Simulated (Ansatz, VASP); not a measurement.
## One calculation of ZnPdC4N4, two programs

```
Zn Pd C N
1.0
     7.31910    0.00000    0.00000
     0.00000    7.31910    0.00000
     0.00000    0.00000    4.76729
Zn Pd C N
1 1 4 4
Direct
  0.50000 0.50000 0.00000
  0.00000 0.00000 0.00000
  0.19165 0.80835 0.00000
  0.80835 0.19165 0.00000
  0.19165 0.19165 0.00000
  0.80835 0.80835 0.00000
  0.30419 0.69581 0.00000
  0.69581 0.30419 0.00000
  0.30419 0.30419 0.00000
  0.69581 0.69581 0.00000
```

Alike in both runs: functional PBE; k mesh 4 × 4 × 6; occupations gaussian, width 0.02 eV; no spin polarisation.

Ansatz relaxed the structure, and its values are those at the end. VASP's run is a single point on that final structure, the one shown.

```csv
,VASP,Ansatz
version,VASP 6.6.1,Ansatz 0.2.0
potentials or method,"VASP PAW PBE potentials, release 64 (Zn, Pd, C, N), cutoff 520 eV","scalar-relativistic, plane waves, PAW"
valence electrons in the cell,58,66
```

```csv
,VASP,Ansatz,Ansatz less VASP
gap on the k mesh at the Fermi level (eV),3.05,3.06,+0.010
least direct gap on the mesh (eV),3.17,3.18,+0.010
pressure (GPa),0.3,0.0,-0.31
rms of the force components (eV/Å),0.209,0.001,-0.2086
```

One of these differences is far larger than is usual between the two programs; its cause wasn't traced. VASP's potentials hold 58 valence electrons a cell and Ansatz's 66, so a difference there can come from the potentials and not from the codes. Ansatz's warnings: xc potential rough in thin density.

Noted on VASP's run: the standard files for N, O and F lose accuracy on very short bonds.
